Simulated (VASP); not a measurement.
# PrYSe3 (Cmmm) in VASP: single point with PBE

Aim: the single point of PrYSe3 with PBE.

Program: VASP 6.6.1. These are calculated values, not measurements. Logs are shortened: lines on timing, memory, paths and dates and some standing lists are left out, and cuts for length are marked.

## (1) The cell of the first run

Symmetry: Cmmm, No. 65, orthorhombic system. Conventional cell: a = 5.622 Å, b = 9.464 Å, c = 5.562 Å, α = 90.00°, β = 90.00°, γ = 90.00°. Pr (site symmetry mmm) has 8 Se at 2.78 to 3.28 Å within 3.7 Å. Within 3.7 Å of Y (site symmetry mmm) lie 6 Se at 2.81 to 3.14 Å. Within 3.8 Å of Se (site symmetry m2m) lie 3 Se at 2.91 to 3.35 Å and 2 Y at 3.14 Å and 3 Pr at 3.17 to 3.28 Å. Within 3.7 Å of Se (site symmetry mmm) lie 2 Pr at 2.78 Å and 2 Y at 2.81 Å.

The cell was built from a structure type or drawn by symmetry, and may not be a known phase.

## (2) Single point, PBE

Input file INCAR:

```
SYSTEM = PrYSe3
PREC = Accurate ; ENCUT = 500
EDIFF = 1E-6 ; ISMEAR = 0
SIGMA = 0.15 ; LREAL = .False.
LASPH = .True. ; NELM = 200
ALGO = Normal ; ISIF = 2
LWAVE = .False. ; LCHARG = .True.
GGA = PE ; LELF = .True.
LVHAR = .True. ; NBANDS = 28
GGA_COMPAT = .False. ; LMAXMIX = 6
```

Input file KPOINTS:

```
regular mesh
0
Gamma
  2 2 2
  0 0 0
```

Input file POSCAR:

```
PrYSe3
1.0
    4.7320379107     -2.8108417883      0.0000000000
    4.7320379107      2.8108417883      0.0000000000
    0.0000000000      0.0000000000      5.5620420931
Pr Y Se
1 1 3
Direct
    0.5000000000      0.5000000000      0.0000000000
    0.0000000000      0.0000000000      0.5000000000
    0.1538448737      0.1538448737      0.0000000000
    0.8461551263      0.8461551263      0.0000000000
    0.5000000000      0.5000000000      0.5000000000
```

Potentials or basis: VASP PAW PBE potentials, release 64 (Pr_3, Y_sv, Se), 4f in core.

On the command line:

```
$ cat potpaw_PBE.64/Pr_3/POTCAR potpaw_PBE.64/Y_sv/POTCAR potpaw_PBE.64/Se/POTCAR > POTCAR
$ mpirun -np 1 vasp_std > vasp.out
```

OUTCAR:

```text
SYSTEM = PrYSe3
   PREC = Accurate
   ENCUT = 500
   EDIFF = 1E-6
   ISMEAR = 0
   LREAL = .False.
   LASPH = .True.
   NELM = 200
   ISIF = 2
   GGA = PE

 ion  position               nearest neighbor table
   1  0.500  0.500  0.000-   5 2.78   5 2.78   3 3.17   3 3.17   4 3.17   4 3.17   3 3.28   4 3.28
                             2 3.95   2 3.95   2 3.95   2 3.95
   2  0.000  0.000  0.500-   5 2.81   5 2.81   3 3.14   4 3.14   3 3.14   4 3.14   1 3.95   1 3.95
                             1 3.95   1 3.95
   3  0.154  0.154  0.000-   2 3.14   2 3.14   1 3.17   1 3.17   1 3.28
   4  0.846  0.846  0.000-   2 3.14   2 3.14   1 3.17   1 3.17   1 3.28
   5  0.500  0.500  0.500-   1 2.78   1 2.78   2 2.81   2 2.81

  LATTYP: Found a base centered orthorhombic cell.
 ALAT       =     5.6216835766
 B/A-ratio  =     1.6834949339
 C/A-ratio  =     0.9893908146

  Lattice vectors:

 A1 = (  -4.7320379107,  -2.8108417883,   0.0000000000)
 A2 = (   4.7320379107,  -2.8108417883,   0.0000000000)
 A3 = (   0.0000000000,   0.0000000000,   5.5620420931)

Analysis of symmetry for initial positions (statically):
=====================================================================
 Subroutine PRICEL returns:
 Original cell was already a primitive cell.

 Routine SETGRP: Setting up the symmetry group for a
 base centered orthorhombic supercell.

 Subroutine GETGRP returns: Found  8 space group operations
 (whereof  8 operations were pure point group operations)
 out of a pool of  8 trial point group operations.

The static configuration has the point symmetry D_2h.

Analysis of symmetry for dynamics (positions and initial velocities):
=====================================================================
 Subroutine PRICEL returns:
 Original cell was already a primitive cell.

 Routine SETGRP: Setting up the symmetry group for a
 base centered orthorhombic supercell.

 Subroutine GETGRP returns: Found  8 space group operations
 (whereof  8 operations were pure point group operations)
 out of a pool of  8 trial point group operations.

The dynamic configuration has the point symmetry D_2h.

 Subroutine INISYM returns: Found  8 space group operations
 (whereof  8 operations are pure point group operations),
 and found     1 'primitive' translations

[... 79 lines left out ...]
   ENCUT  =  500.0 eV  36.75 Ry    6.06 a.u.  10.03 10.03 10.14*2*pi/ulx,y,z
   NELM   =    200;   NELMIN=  2; NELMDL= -5     # of ELM steps
   EDIFF  = 0.1E-05   stopping-criterion for ELM
   LREAL  =      F    real-space projection
   EDIFFG = 0.1E-04   stopping-criterion for IOM
   NSW    =      0    number of steps for IOM
   IBRION =     -1    ionic relax: 0-MD 1-quasi-New 2-CG
   NFREE  =      0    steps in history (QN), initial steepest desc. (CG)
   ISIF   =      2    stress and relaxation
   ISYM   =      2    0-nonsym 1-usesym 2-fastsym
   POTIM  = 0.5000    time-step for ionic-motion
   TEBEG  =    0.0;   TEEND  =   0.0 temperature during run
   PSTRESS=    0.0 pullay stress
   NELECT =      40.0000    total number of electrons
   NUPDOWN=      -1.0000    fix difference up-down
   EMIN   =  10.00;   EMAX   =-10.00  energy-range for DOS
   EFERMI =   0.00;   METHOD = LEGACY
   ISMEAR =     0;   SIGMA  =   0.15  broadening in eV -4-tet -1-fermi 0-gaus
   EFERMI_NEDOS =   21; number of points for ismear=-14 and -15
   IALGO  =     38    algorithm
   IMIX   =      4    mixing-type and parameters
     AMIX     =   0.40;   BMIX     =  1.00
     AMIX_MAG =   1.60;   BMIX_MAG =  1.00
  volume/ion in A,a.u.               =      29.59       199.70
  Fermi-wavevector in a.u.,A,eV,Ry     =   1.058551  2.000372 15.245745  1.120531
  Thomas-Fermi vector in A             =   2.193865
   LORBIT       =      0    0 simple, 1 ext, 2 COOP (PROOUT), +10 PAW based schemes
   GGA     = PE    functional components
   LHFCALC =     F    Hartree Fock is set to
   AEXX    =    0.0000 exact exchange contribution
   IVDW    =     0    specifies the selected vdW correction
   LEPSILON=     F    determine dielectric tensor
   LRPA    =     F    only Hartree local field effects (RPA)
 non-spin polarized calculation
 Gauss-broadening in eV      SIGMA  =   0.15
  energy-cutoff  :      500.00
  volume of cell :      147.96
 maximum number of plane-waves:      3800
   NGX = 21   NGY = 21   NGZ = 21

 number of electron      39.9999999 magnetization

 Free energy of the ion-electron system (eV)
  ---------------------------------------------------
  ext. energy  EPLUGINS =         0.00000000
  ---------------------------------------------------
  free energy    TOTEN  =       -28.78744919 eV

  energy without entropy =      -28.77248075  energy(sigma->0) =      -28.77996497

 E-fermi :   3.1329     XC(G=0):  -9.0374

 val. band max:        3.0402398852   @ k =   0.5000   0.5000   0.0000
 cond. band min:       3.2236279630   @ k =   0.0000   0.0000   0.5000
 fundamental gap:      0.1833880778
 Fermi energy:         3.1329320033

 k-point     1 :       0.0000    0.0000    0.0000
  band No.  band energies     occupation
      1     -40.5916      2.00000
      2     -33.0448      2.00000
      3     -20.6921      2.00000
      4     -20.5335      2.00000
      5     -20.3911      2.00000
      6     -15.2900      2.00000
[... 175 lines left out ...]
     27       6.1380      0.00000
     28       7.0797      0.00000

------------------------ aborting loop because EDIFF is reached ----------------------------------------

  FORCE on cell =-STRESS in cart. coord.  units (eV):
  Direction    XX          YY          ZZ          XY          YZ          ZX
  --------------------------------------------------------------------------------------
  -------------------------------------------------------------------------------------
  Total        0.3649974      0.0972515      0.1706816      0.0000000      0.0000000      0.0000000
  in kB        3.9523144      1.0530714      1.8481972      0.0000000      0.0000000      0.0000000
  external PRESSURE =       2.2845277 kB  Pullay stress =       0.0000000 kB

 VOLUME and BASIS-vectors are now :
 -----------------------------------------------------------------------------
  energy-cutoff  :      500.00
  volume of cell :      147.96
      direct lattice vectors                 reciprocal lattice vectors
     4.732037911 -2.810841788  0.000000000     0.105662721 -0.177882655  0.000000000
     4.732037911  2.810841788  0.000000000     0.105662721  0.177882655  0.000000000
     0.000000000  0.000000000  5.562042093     0.000000000  0.000000000  0.179790081

 POSITION                                       TOTAL-FORCE (eV/Angst)
 -----------------------------------------------------------------------------------
      4.73204      0.00000      0.00000         0.000000      0.000000      0.000000
      0.00000      0.00000      2.78102        -0.000000     -0.000000      0.000000
      1.45600      0.00000      0.00000        -0.000649     -0.000000      0.000000
      8.00808      0.00000      0.00000         0.000649     -0.000000      0.000000
      4.73204      0.00000      2.78102         0.000000     -0.000000      0.000000
 -----------------------------------------------------------------------------------
    total drift:                                0.000000      0.000000      0.000000

  FREE ENERGIE OF THE ION-ELECTRON SYSTEM (eV)
  ---------------------------------------------------
  free  energy   TOTEN  =       -28.7874491923 eV

  energy  without entropy=      -28.7724807459  energy(sigma->0) =      -28.77996497
```

OSZICAR:

```text
N       E                     dE             d eps       ncg     rms          rms(c)
DAV:   1     0.245020552933E+03    0.24502E+03   -0.17912E+04   336   0.124E+03
DAV:   2    -0.112514938309E+02   -0.25627E+03   -0.25036E+03   408   0.281E+02
DAV:   3    -0.301375169852E+02   -0.18886E+02   -0.18735E+02   520   0.635E+01
DAV:   4    -0.311316819168E+02   -0.99416E+00   -0.99195E+00   528   0.124E+01
DAV:   5    -0.311590748627E+02   -0.27393E-01   -0.27390E-01   504   0.156E+00    0.204E+01
DAV:   6    -0.290743606152E+02    0.20847E+01   -0.47211E+00   424   0.712E+00    0.166E+01
DAV:   7    -0.287924173908E+02    0.28194E+00   -0.19200E+00   500   0.504E+00    0.101E+01
DAV:   8    -0.287891250537E+02    0.32923E-02   -0.31030E-01   452   0.220E+00    0.831E-01
DAV:   9    -0.287857189144E+02    0.34061E-02   -0.29623E-02   440   0.621E-01    0.290E-01
DAV:  10    -0.287869681179E+02   -0.12492E-02   -0.35913E-03   432   0.272E-01    0.233E-01
DAV:  11    -0.287873933246E+02   -0.42521E-03   -0.88101E-04   404   0.136E-01    0.140E-01
DAV:  12    -0.287874042927E+02   -0.10968E-04   -0.15827E-04   480   0.511E-02    0.289E-02
DAV:  13    -0.287874446427E+02   -0.40350E-04   -0.53956E-05   376   0.281E-02    0.154E-02
DAV:  14    -0.287874486797E+02   -0.40370E-05   -0.66111E-06   396   0.104E-02    0.291E-03
DAV:  15    -0.287874491923E+02   -0.51265E-06   -0.14789E-06   320   0.495E-03
   1 F= -.28787449E+02 E0= -.28779965E+02  d E =-.149684E-01
```

stdout:

```text
POSCAR found type information on POSCAR PrY Se
 POSCAR found :  3 types and       5 ions
 scaLAPACK will be used
 LDA part: xc-table for (Slater+PW92), standard interpolation
 POSCAR, INCAR and KPOINTS ok, starting setup
 FFT: planning ... GRIDC
 FFT: planning ... GRID_SOFT
 FFT: planning ... GRID
 WAVECAR not read
 entering main loop
```

Run time: 45 s. Hardware: 1 thread of AMD EPYC 7R43 (Zen 3), shared host; peak memory 0.21 GiB.

Results:

- Free energy: -28.7874 eV
- Pressure: 0.2 GPa
- Band gap on the k mesh: zero (bands 20 and 21 overlap by 0.18 eV)

Caveat: the k points lie up to 0.65 Å⁻¹ apart; spin-orbit coupling is left out, which moves the levels of the heavy elements; the 4f electrons are frozen in the core, so they carry no moment and show no levels; the run has no spin polarisation, though such a crystal can be magnetic.
